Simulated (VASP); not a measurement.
Wanted: the native input for a VASP 6.6.1 run.

- Task: single point
- Functional: PBE
- Potentials or basis: VASP PAW PBE potentials, release 64 (Mg)
- Cutoff: 520 eV
- k mesh: 10 × 10 × 10
- Occupations: methfessel-paxton, width 0.025 eV
- Spin: no spin polarisation
- Dipole correction: no
- Further INCAR settings: ALGO = Normal; EDIFF = 1e-06; NBANDS = 7

The structure of Mg lies in POSCAR:

```
Mg
1.0
    0.0000000000      2.2139244980      2.2139244980
    2.2139244980      0.0000000000      2.2139244980
    2.2139244980      2.2139244980      0.0000000000
Mg
1
Direct
    0.0000000000      0.0000000000      0.0000000000
```

This cell differs from its parent crystal: volume scaled by 0.96.

The input as run:

INCAR

```
SYSTEM = Mg
PREC     = Accurate       ! precision mode
ENCUT    = 520            ! plane-wave cutoff, eV
EDIFF    = 1E-6           ! SCF threshold, eV
ISMEAR   = 1              ! smearing method
SIGMA    = 0.025          ! smearing width, eV
LREAL    = .False.        ! projectors in reciprocal space
LASPH    = .True.         ! aspherical terms in the spheres
NELM     = 100            ! most SCF steps
ALGO     = Normal         ! electronic algorithm
ISIF     = 2              ! what is computed and relaxed
LWAVE    = .False.        ! write WAVECAR
LCHARG   = .False.        ! write CHGCAR
GGA      = PE             ! functional
NBANDS   = 7              ! bands
```

KPOINTS

```
regular mesh
0
Gamma
  10 10 10
  0 0 0
```

Potentials or basis: VASP PAW PBE potentials, release 64 (Mg).

Command:

```console
$ cat potpaw_PBE.64/Mg/POTCAR > POTCAR
$ mpirun -np 1 vasp_std > vasp.out
```

It gave:

```
Pressure               : 2.4 GPa
Band gap on the k mesh : zero (band 1 reaches 3.78 eV, above the bottom of band 2 at 1.64 eV)
```

Wall time 2.2 s on 1 thread of Intel(R) Xeon(R) 6975P-C (Granite Rapids), with other jobs on the host, peak memory 0.13 GiB.
